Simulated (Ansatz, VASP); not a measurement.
# One calculation of Re, two programs

```
CELL_PARAMETERS angstrom
2.84587 -0.02028 0.00000
-1.44049 2.55865 0.00000
0.00000 0.00000 8.81594
ATOMIC_POSITIONS crystal
Re 0.97606 0.02933 0.99778
Re 0.35197 0.67390 0.25000
Re 0.97606 0.02933 0.50222
Re 0.69590 0.26744 0.75000
```

Alike in both runs: task single point; functional PBEsol; k mesh 14 × 14 × 4; occupations gaussian, width 0.1 eV; no spin polarisation.

|  | VASP | Ansatz |
| --- | --- | --- |
| version | VASP 6.6.1 | Ansatz 0.2.0 |
| potentials or method | VASP PAW PBE potentials, release 64 (Re), cutoff 520 eV | scalar-relativistic, plane waves, PAW |
| valence electrons in the cell | 28 | 60 |

|  | VASP | Ansatz | Ansatz less VASP |
| --- | --- | --- | --- |
| gap on the k mesh at the Fermi level (eV) | none | none | - |
| pressure (GPa) | -25.3 | -24.7 | +0.65 |
| traceless stress, the component that is largest in VASP (GPa) | -11.42 | -11.72 | -0.305 |
| rms of the force components (eV/Å) | 0.612 | 0.647 | +0.0351 |

VASP's potentials were made for PBE, not for PBEsol. Atom by atom the forces differ by 0.036 eV/Å (rms over components). A gap of «none» marks a metal or a gap that the smearing closes. VASP's potentials hold 28 valence electrons a cell and Ansatz's 60, so a difference there can come from the potentials and not from the codes.

Neither program's run includes spin-orbit coupling.
